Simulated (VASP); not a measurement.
Runs of VASP 6.6.1 on Be. The structure is that of space group P6_3/mmc (No. 194), or close to it. The cells are those of the table. 

```csv
task,cell,k mesh,cutoff (eV),gap on the mesh (eV),pressure (GPa)
relaxation of cell and atoms,"relaxed to 94.7 GPa from a = 1.970, b = 1.970, c = 3.134 Å, angles 90.0, 90.0, 120.0°, 2 atoms",12 × 12 × 6,600,none,94.5
single point,"a = 2.152, b = 2.152, c = 3.408 Å, angles 90.0, 90.0, 120.0°, 2 atoms",12 × 12 × 6,520,none,21.7
single point,"a = 2.285, b = 2.285, c = 3.584 Å, angles 90.0, 90.0, 120.0°, 2 atoms",9 × 9 × 6,520,none,(a)
relaxation of cell and atoms,"relaxed to 47.9 GPa from a = 2.070, b = 2.070, c = 3.275 Å, angles 90.0, 90.0, 120.0°, 2 atoms",12 × 12 × 6,600,none,47.5
single point,"a = 2.067, b = 2.067, c = 3.286 Å, angles 90.0, 90.0, 120.0°, 2 atoms",12 × 12 × 6,520,none,48.6
```

Alike in all rows: level PBEsol; potentials or basis VASP PAW PBE potentials, release 64 (Be); no spin polarisation; smearing gaussian 0.1 eV.

Task: Fill in the values left out.

Result: (a) -3.6.

Caveats: the PAW data sets were made with another functional, which shifts forces and pressure a little; the cell is relaxed towards a set pressure, so the run minimises the enthalpy, not the energy (at least some runs); the cell stands under pressure (at least some runs); the cell stands under tension (at least some runs).

A gap of «none» marks levels without a gap at the run's occupations.
